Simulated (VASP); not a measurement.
# Al2O3 (P-3m1) in VASP: settings compared

Al2O3 is run at these levels: LDA, PBEsol; tasks: single point.

Everything below comes from runs of VASP 6.6.1. Logs are shortened: lines on timing, memory, paths and dates and some standing lists are left out, and cuts for length are marked.

## (1) The cell of the first run

The structure is trigonal, space group P-3m1 (No. 164). Conventional cell: a = 3.017 Å, b = 3.017 Å, c = 7.575 Å, α = 90.00°, β = 90.00°, γ = 120.00°. Within 2.2 Å of Al (site symmetry 3m) lie 4 O at 1.68 to 1.84 Å. O (site symmetry -3m) has 2 Al at 1.68 Å within 2.2 Å. Within 2.4 Å of O (site symmetry 3m) lie 3 Al at 1.84 Å.

## (2) Single point, LDA

INCAR

```
PREC = Accurate
ENCUT = 520
EDIFF = 1E-6
ISMEAR = -1
SIGMA = 0.05
LREAL = False
LASPH = True
NELM = 100
ALGO = Normal
ISIF = 2
LWAVE = False
LCHARG = False
GGA = CA
NBANDS = 20
```

KPOINTS

```
regular mesh
0
Gamma
  10 10 4
```

POSCAR

```
Al2O3
1.0
    3.0174825440      0.0000000000      0.0000000000
   -1.5087412720      2.6132165386      0.0000000000
    0.0000000000      0.0000000000      7.5746360022
Al O
2 3
Direct
    0.0000000000      0.0000000000      0.7220490000
    0.0000000000      0.0000000000      0.2779510000
    0.0000000000      0.0000000000      0.5000000000
    0.6666666667      0.3333333333      0.8005460000
    0.3333333333      0.6666666667      0.1994540000
```

Potentials or basis: VASP PAW LDA potentials, release 64 (Al, O).

On the command line:

```
$ cat potpaw_LDA.64/Al/POTCAR potpaw_LDA.64/O/POTCAR > POTCAR
$ mpirun -np 1 vasp_std > vasp.out
```

OUTCAR:

```text
PREC = Accurate
   ENCUT = 520
   EDIFF = 1E-6
   ISMEAR = -1
   LREAL = False
   LASPH = True
   NELM = 100
   ISIF = 2
   GGA = CA

 ion  position               nearest neighbor table
   1  0.000  0.000  0.722-   3 1.68   4 1.84   4 1.84   4 1.84   2 3.36
   2  0.000  0.000  0.278-   3 1.68   5 1.84   5 1.84   5 1.84   1 3.36
   3  0.000  0.000  0.500-   1 1.68   2 1.68
   4  0.667  0.333  0.801-   1 1.84   1 1.84   1 1.84
   5  0.333  0.667  0.199-   2 1.84   2 1.84   2 1.84

  LATTYP: Found a hexagonal cell.
 ALAT       =     3.0174825440
 C/A-ratio  =     2.5102501478

  Lattice vectors:

 A1 = (   3.0174825440,   0.0000000000,   0.0000000000)
 A2 = (  -1.5087412720,   2.6132165386,   0.0000000000)
 A3 = (   0.0000000000,   0.0000000000,   7.5746360022)

Analysis of symmetry for initial positions (statically):
=====================================================================
 Subroutine PRICEL returns:
 Original cell was already a primitive cell.

 Routine SETGRP: Setting up the symmetry group for a
 hexagonal supercell.

 Subroutine GETGRP returns: Found 12 space group operations
 (whereof 12 operations were pure point group operations)
 out of a pool of 24 trial point group operations.

The static configuration has the point symmetry D_3d.

Analysis of symmetry for dynamics (positions and initial velocities):
=====================================================================
 Subroutine PRICEL returns:
 Original cell was already a primitive cell.

 Routine SETGRP: Setting up the symmetry group for a
 hexagonal supercell.

 Subroutine GETGRP returns: Found 12 space group operations
 (whereof 12 operations were pure point group operations)
 out of a pool of 24 trial point group operations.

The dynamic configuration has the point symmetry D_3d.

 Subroutine INISYM returns: Found 12 space group operations
 (whereof 12 operations are pure point group operations),
 and found     1 'primitive' translations

----------------------------------------------------------------------------------------

                                     Primitive cell

  volume of cell :      59.7285

  direct lattice vectors                    reciprocal lattice vectors
     3.017482544  0.000000000  0.000000000     0.331402083  0.191335082  0.000000000
    -1.508741272  2.613216539  0.000000000     0.000000000  0.382670163  0.000000000
     0.000000000  0.000000000  7.574636002     0.000000000  0.000000000  0.132019545

  length of vectors
     3.017482544  3.017482544  7.574636002     0.382670163  0.382670163  0.132019545

  position of ions in fractional coordinates (direct lattice)
     0.000000000  0.000000000  0.722049000
     0.000000000  0.000000000  0.277951000
     0.000000000  0.000000000  0.500000000
     0.666666667  0.333333333  0.800546000
     0.333333333  0.666666667  0.199454000

  ion indices of the primitive-cell ions
   primitive index   ion index
                 1           1
                 2           2
                 3           3
                 4           4
                 5           5

----------------------------------------------------------------------------------------

 KPOINTS: regular mesh

Automatic generation of k-mesh.
 Grid dimensions read from file:
 generate k-points for:   10   10    4

 Generating k-lattice:

  Cartesian coordinates                     Fractional coordinates (reciprocal lattice)
     0.033140208  0.019133508  0.000000000     0.100000000  0.000000000  0.000000000
     0.000000000  0.038267016  0.000000000     0.000000000  0.100000000  0.000000000
     0.000000000  0.000000000  0.033004886     0.000000000  0.000000000  0.250000000

  Length of vectors
     0.038267016  0.038267016  0.033004886

  Shift w.r.t. Gamma in fractional coordinates (k-lattice)
     0.000000000  0.000000000  0.000000000

 Subroutine IBZKPT returns following result:
 ===========================================

 Found     50 irreducible k-points:

 Following reciprocal coordinates:
            Coordinates               Weight
  0.000000  0.000000  0.000000      1.000000
  0.100000  0.000000  0.000000      6.000000
  0.200000  0.000000  0.000000      6.000000
  0.300000  0.000000  0.000000      6.000000
  0.400000 -0.000000  0.000000      6.000000
  0.500000  0.000000  0.000000      3.000000
[... 16 lines left out ...]
  0.000000  0.400000  0.250000      6.000000
  0.500000  0.000000  0.250000      6.000000
 [... further k-points ...]
   k-points           NKPTS =     50   k-points in BZ     NKDIM =     50   number of bands    NBANDS=     20
   number of dos      NEDOS =    301   number of ions     NIONS =      5
   total plane-waves  NPLWV =  32256
   dimension x,y,z NGX =    24 NGY =   24 NGZ =   56
   dimension x,y,z NGXF=    48 NGYF=   48 NGZF=  112
   ions per type =               2   3
   NGX,Y,Z   is equivalent  to a cutoff of  13.22, 13.22, 12.29 a.u.
   NGXF,Y,Z  is equivalent  to a cutoff of  26.45, 26.45, 24.58 a.u.
 SYSTEM =  unknown system
   PREC   = accura    normal or accurate (medium, high low for compatibility)
   ISTART =      0    job   : 0-new  1-cont  2-samecut
   ICHARG =      2    charge: 1-file 2-atom 10-const
   ISPIN  =      1    spin polarized calculation?
   LNONCOLLINEAR =      F non collinear calculations
   LSORBIT =      F    spin-orbit coupling
   LASPH  =      T    aspherical Exc in radial PAW
   ENCUT  =  520.0 eV  38.22 Ry    6.18 a.u.   5.61  5.61 14.08*2*pi/ulx,y,z
   NELM   =    100;   NELMIN=  2; NELMDL= -5     # of ELM steps
   EDIFF  = 0.1E-05   stopping-criterion for ELM
   LREAL  =      F    real-space projection
   EDIFFG = 0.1E-04   stopping-criterion for IOM
   NSW    =      0    number of steps for IOM
   IBRION =     -1    ionic relax: 0-MD 1-quasi-New 2-CG
   NFREE  =      0    steps in history (QN), initial steepest desc. (CG)
   ISIF   =      2    stress and relaxation
   ISYM   =      2    0-nonsym 1-usesym 2-fastsym
   POTIM  = 0.5000    time-step for ionic-motion
   TEBEG  =    0.0;   TEEND  =   0.0 temperature during run
   PSTRESS=    0.0 pullay stress
   NELECT =      24.0000    total number of electrons
   NUPDOWN=      -1.0000    fix difference up-down
   EMIN   =  10.00;   EMAX   =-10.00  energy-range for DOS
   EFERMI =   0.00;   METHOD = LEGACY
   ISMEAR =    -1;   SIGMA  =   0.05  broadening in eV -4-tet -1-fermi 0-gaus
   EFERMI_NEDOS =   21; number of points for ismear=-14 and -15
   IALGO  =     38    algorithm
   IMIX   =      4    mixing-type and parameters
     AMIX     =   0.40;   BMIX     =  1.00
     AMIX_MAG =   1.60;   BMIX_MAG =  1.00
  volume/ion in A,a.u.               =      11.95        80.61
  Fermi-wavevector in a.u.,A,eV,Ry     =   1.208049  2.282882 19.856107  1.459383
  Thomas-Fermi vector in A             =   2.343669
   LORBIT       =      0    0 simple, 1 ext, 2 COOP (PROOUT), +10 PAW based schemes
   GGA     = CA    functional components
   LHFCALC =     F    Hartree Fock is set to
   AEXX    =    0.0000 exact exchange contribution
   IVDW    =     0    specifies the selected vdW correction
   LEPSILON=     F    determine dielectric tensor
   LRPA    =     F    only Hartree local field effects (RPA)
 non-spin polarized calculation
  energy-cutoff  :      520.00
  volume of cell :       59.73
 maximum number of plane-waves:      1632
 NGX is ok and might be reduce to    24
   NGX = 11   NGY = 11   NGZ = 29

 number of electron      24.0000012 magnetization

 Free energy of the ion-electron system (eV)
  ---------------------------------------------------
  ext. energy  EPLUGINS =         0.00000000
  ---------------------------------------------------
  free energy    TOTEN  =       -39.68523717 eV

  energy without entropy =      -39.68523717  energy(sigma->0) =      -39.68523717

 E-fermi :   4.5925     XC(G=0): -10.2359

 val. band max:        3.5004422111   @ k =   0.0000   0.0000   0.0000
 cond. band min:       5.6890170336   @ k =   0.0000   0.0000   0.0000
 fundamental gap:      2.1885748225
 Fermi energy:         4.5925371093

 k-point     1 :       0.0000    0.0000    0.0000
  band No.  band energies     occupation
      1     -15.8230      2.00000
      2     -15.6161      2.00000
      3     -13.0582      2.00000
      4      -2.3775      2.00000
      5      -1.0164      2.00000
      6      -0.2143      2.00000
[... 12 lines left out ...]
     19      15.2970      0.00000
     20      15.6686      0.00000

 k-point     2 :       0.1000    0.0000    0.0000
  band No.  band energies     occupation
      1     -15.7425      2.00000
      2     -15.5450      2.00000
      3     -13.0157      2.00000
      4      -2.3455      2.00000
      5      -0.9847      2.00000
      6      -0.5988      2.00000
[... 12 lines left out ...]
     19      15.3446      0.00000
     20      15.5244      0.00000

 k-point     3 :       0.2000    0.0000    0.0000
  band No.  band energies     occupation
      1     -15.5213      2.00000
      2     -15.3524      2.00000
      3     -12.9040      2.00000
      4      -2.4370      2.00000
      5      -1.6102      2.00000
      6      -1.0818      2.00000
[... 12 lines left out ...]
     19      15.2301      0.00000
     20      16.0292      0.00000

 k-point     4 :       0.3000    0.0000    0.0000
  band No.  band energies     occupation
      1     -15.2228      2.00000
      2     -15.1003      2.00000
      3     -12.7655      2.00000
      4      -2.9955      2.00000
      5      -2.5786      2.00000
      6      -1.0877      2.00000
[... 429 lines left out ...]
 k-point    23 :       0.0000    0.4000    0.2500
  band No.  band energies     occupation
      1     -14.9350      2.00000
      2     -14.9046      2.00000
      3     -12.6545      2.00000
      4      -3.6436      2.00000
      5      -3.2158      2.00000
      6      -1.0197      2.00000
[... 12 lines left out ...]
     19      14.6479      0.00000
     20      16.3651      0.00000

 k-point    24 :       0.5000    0.0000    0.2500
  band No.  band energies     occupation
      1     -14.8349      2.00000
      2     -14.8082      2.00000
      3     -12.6147      2.00000
      4      -3.8693      2.00000
      5      -3.4818      2.00000
      6      -0.8851      2.00000
[... 12 lines left out ...]
     19      14.4769      0.00000
     20      16.3309      0.00000

 [... further k-points ...]

------------------------ aborting loop because EDIFF is reached ----------------------------------------

  FORCE on cell =-STRESS in cart. coord.  units (eV):
  Direction    XX          YY          ZZ          XY          YZ          ZX
  --------------------------------------------------------------------------------------
  -------------------------------------------------------------------------------------
  Total       -2.9094217     -2.9094217     -2.6448049      0.0000000     -0.0000000     -0.0000000
  in kB      -78.0432456    -78.0432456    -70.9450805      0.0000000     -0.0000000     -0.0000000
  external PRESSURE =     -75.6771906 kB  Pullay stress =       0.0000000 kB

 VOLUME and BASIS-vectors are now :
 -----------------------------------------------------------------------------
  energy-cutoff  :      520.00
  volume of cell :       59.73
      direct lattice vectors                 reciprocal lattice vectors
     3.017482544  0.000000000  0.000000000     0.331402083  0.191335082  0.000000000
    -1.508741272  2.613216539  0.000000000     0.000000000  0.382670163  0.000000000
     0.000000000  0.000000000  7.574636002     0.000000000  0.000000000  0.132019545

 POSITION                                       TOTAL-FORCE (eV/Angst)
 -----------------------------------------------------------------------------------
      0.00000      0.00000      5.46926        -0.000000     -0.000000     -0.112592
      0.00000      0.00000      2.10538         0.000000      0.000000      0.112592
      0.00000      0.00000      3.78732         0.000000     -0.000000      0.000000
      1.50874      0.87107      6.06384         0.000000     -0.000000     -0.429914
     -0.00000      1.74214      1.51079        -0.000000      0.000000      0.429914
 -----------------------------------------------------------------------------------
    total drift:                                0.000000      0.000000     -0.000000

  FREE ENERGIE OF THE ION-ELECTRON SYSTEM (eV)
  ---------------------------------------------------
  free  energy   TOTEN  =       -39.6852371680 eV

  energy  without entropy=      -39.6852371680  energy(sigma->0) =      -39.68523717
```

Wall time 80 s (1 thread of AMD EPYC 7R43 (Zen 3), shared host); peak memory 0.15 GiB.

Results:

```
Free energy            : -39.6852 eV
Pressure               : -7.6 GPa
Largest force          : 0.430 eV/Å
Band gap on the k mesh : 2.19 eV, direct
```

Forces in eV/Å, atoms in the order of the input:
```
Al   0.000  0.000 -0.113
Al   0.000  0.000  0.113
O    0.000  0.000  0.000
O    0.000  0.000 -0.430
O    0.000  0.000  0.430
```

Stress tensor (GPa, compression positive):
```
-7.80  0.00  0.00
 0.00 -7.80  0.00
 0.00  0.00 -7.09
```

Levels at points of the mesh, in eV from the valence-band top:
| k point | band 9 | band 10 | band 11 | band 12 | band 13 | band 14 | band 15 | band 16 |
| --- | --- | --- | --- | --- | --- | --- | --- | --- |
| (0.00, 0.00, 0.00) | -3.70 | -2.33 | 0.00 | 0.00 | 2.19 | 4.18 | 7.17 | 10.31 |
| (0.50, 0.00, 0.00) | -3.57 | -3.08 | -1.77 | -0.49 | 4.41 | 6.03 | 7.96 | 8.71 |
| (0.00, 0.00, 0.50) | -3.63 | -3.14 | 0.00 | 0.00 | 3.13 | 3.24 | 7.93 | 8.53 |
| (0.50, 0.00, 0.50) | -3.46 | -3.32 | -1.70 | -0.49 | 4.87 | 5.41 | 7.91 | 8.41 |

## (3) Single point, PBEsol

INCAR

```
SYSTEM = Al2O3
PREC = Accurate
ENCUT = 520
EDIFF = 1E-6
ISMEAR = -1
SIGMA = 0.05
LREAL = .FALSE.
LASPH = .TRUE.
NELM = 100
ALGO = Normal
ISIF = 2
LWAVE = .FALSE.
LCHARG = .TRUE.
GGA = PS
LELF = .TRUE.
LVHAR = .TRUE.
NBANDS = 20
```

KPOINTS

```
regular mesh
0
G
  10 10 4
  0 0 0
```

POSCAR is that of step 2.

Potentials or basis: VASP PAW PBE potentials, release 64 (Al, O).

On the command line:

```
$ cat potpaw_PBE.64/Al/POTCAR potpaw_PBE.64/O/POTCAR > POTCAR
$ mpirun -np 1 vasp_std > vasp.out
```

Run time: 82 s. Hardware: 1 thread of AMD EPYC 7R43 (Zen 3), shared host; peak memory 0.17 GiB.

Results (log left out):

- Free energy: -37.7281 eV
- Pressure: -3.5 GPa
- Largest force: 0.188 eV/Å
- Band gap on the k mesh: 2.19 eV, direct

Forces on the atoms (eV/Å):
```
Al   0.000  0.000 -0.092
Al   0.000  0.000  0.092
O    0.000  0.000  0.000
O    0.000  0.000 -0.188
O    0.000  0.000  0.188
```

Stress tensor (GPa, compression positive):
```
-3.93  0.00  0.00
 0.00 -3.93  0.00
 0.00  0.00 -2.62
```

Levels at points of the mesh, in eV from the valence-band top:
```tsv
k point	band 10	band 11	band 12	band 13	band 14	band 15
(0.00, 0.00, 0.00)	-2.34	0.00	0.00	2.19	4.19	7.22
(0.50, 0.00, 0.00)	-3.11	-1.78	-0.49	4.45	6.08	8.06
(0.00, 0.00, 0.50)	-3.12	0.00	0.00	3.15	3.23	7.98
(0.50, 0.00, 0.50)	-3.34	-1.70	-0.49	4.90	5.47	8.00
```

Caveat: the PAW data sets were made with another functional, which shifts forces and pressure a little.

## (4) Single point, LDA (volume scaled by 1.02)

INCAR

```
SYSTEM = Al2O3
PREC = Accurate
ENCUT = 520
EDIFF = 1E-6
ISMEAR = -1
SIGMA = 0.05
LREAL = .False.
LASPH = .True.
NELM = 60
ALGO = Normal
ISIF = 2
LWAVE = .False.
LCHARG = .False.
GGA = CA
NBANDS = 20
```

KPOINTS

```
Automatic mesh
0
Gamma
  10 10 4
  0 0 0
```

Changes to POSCAR since step 3:

```diff
@@ -2,5 +2,5 @@
 1.0
-    3.0174825440      0.0000000000      0.0000000000
-   -1.5087412720      2.6132165386      0.0000000000
-    0.0000000000      0.0000000000      7.5746360022
+    3.0374664545      0.0000000000      0.0000000000
+   -1.5187332272      2.6305231128      0.0000000000
+    0.0000000000      0.0000000000      7.6248006165
 Al O
```

Potentials or basis: VASP PAW LDA potentials, release 64 (Al, O).

On the command line:

```
$ cat potpaw_LDA.64/Al/POTCAR potpaw_LDA.64/O/POTCAR > POTCAR
$ mpirun -np 1 vasp_std > vasp.out
```

Run time: 94 s. Hardware: 1 thread of AMD EPYC 7R43 (Zen 3), shared host; peak memory 0.14 GiB.

It converged, with:

| Item | Value |
| --- | --- |
| Free energy | -39.6194 eV |
| Pressure | -10.4 GPa |
| Largest force | 0.577 eV/Å |
| Band gap on the k mesh | 2.05 eV, direct |

Forces on the atoms (eV/Å):
```
Al   0.000  0.000 -0.294
Al   0.000  0.000  0.294
O    0.000  0.000  0.000
O    0.000  0.000 -0.577
O    0.000  0.000  0.577
```

Stress tensor (GPa, compression positive):
```
-10.37   0.00   0.00
  0.00 -10.37   0.00
  0.00   0.00 -10.46
```

Levels at points of the mesh, in eV from the valence-band top:
```tsv
k point	band 9	band 10	band 11	band 12	band 13	band 14	band 15	band 16
(0.00, 0.00, 0.00)	-3.68	-2.31	0.00	0.00	2.05	4.01	7.05	10.16
(0.50, 0.00, 0.00)	-3.54	-3.05	-1.74	-0.48	4.36	5.93	7.81	8.55
(0.00, 0.00, 0.50)	-3.60	-3.10	0.00	0.00	2.99	3.08	7.80	8.41
(0.50, 0.00, 0.50)	-3.42	-3.28	-1.67	-0.47	4.80	5.33	7.73	8.29
```

(Continued in part 2 of 2.)
